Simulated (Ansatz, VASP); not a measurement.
In: VASP beside Ansatz

INCAR

```
SYSTEM = In
ALGO = Normal
EDIFF = 1E-6
ENCUT = 520
GGA = PE
ISIF = 2
ISMEAR = -1
LASPH = .TRUE.
LCHARG = .FALSE.
LREAL = .FALSE.
LWAVE = .FALSE.
NBANDS = 12
NELM = 80
PREC = Accurate
SIGMA = 0.1
```

File KPOINTS:

```
k-points
0
G
  16 16 20
  0 0 0
```

File POSCAR:

```
In
1.0
   -1.6482197047      1.6973406184      2.5249789927
    1.6973406184     -1.6482197047      2.5249789927
    1.6043570008      1.6043570008     -2.4927016059
In
1
Direct
    0.0000000000      0.0000000000      0.0000000000
```

Input for Ansatz:

```yaml
crystal:
  lattice:
    - [-1.6482197047, 1.6973406184, 2.5249789927]
    - [1.6973406184, -1.6482197047, 2.5249789927]
    - [1.6043570008, 1.6043570008, -2.4927016059]
  atoms:
    - { symbol: In, position: [0.0, 0.0, 0.0] }
hamiltonian:
  xc: pbe
  pseudopotentials:
    kind: paw
    azcp:
      In: "pseudopotentials/In.paw.azcp"
basis:
  ecutwfc: 420
  fft_grid_basis: typed
kpoints:
  mp_grid: { grid: [16, 16, 20], shift: [0, 0, 0] }
magnetization:
  spin_polarized: false
scf:
  occupations: { method: fermi_dirac, width: 0.1 }
  lower_state_search: "off"
output:
  stress: true
```

Alike in both runs: task single point; functional PBE; k mesh 16 × 16 × 20; occupations fermi-dirac, width 0.1 eV; no spin polarisation.

```csv
,VASP,Ansatz
version,VASP 6.6.1,Ansatz 0.2.0
potentials or method,"VASP PAW PBE potentials, release 64 (In_d), cutoff 520 eV","plane waves (420 eV) with PAW, scalar-relativistic"
valence electrons in the cell,13,13
```

```csv
,VASP,Ansatz,Ansatz less VASP
pressure (GPa),0.0,0.0,+0.04
"traceless stress, the component that is largest in VASP (GPa)",-0.13,-0.13,0.000
```

With one functional, cell and mesh, what is left measures potentials, basis and numerics.
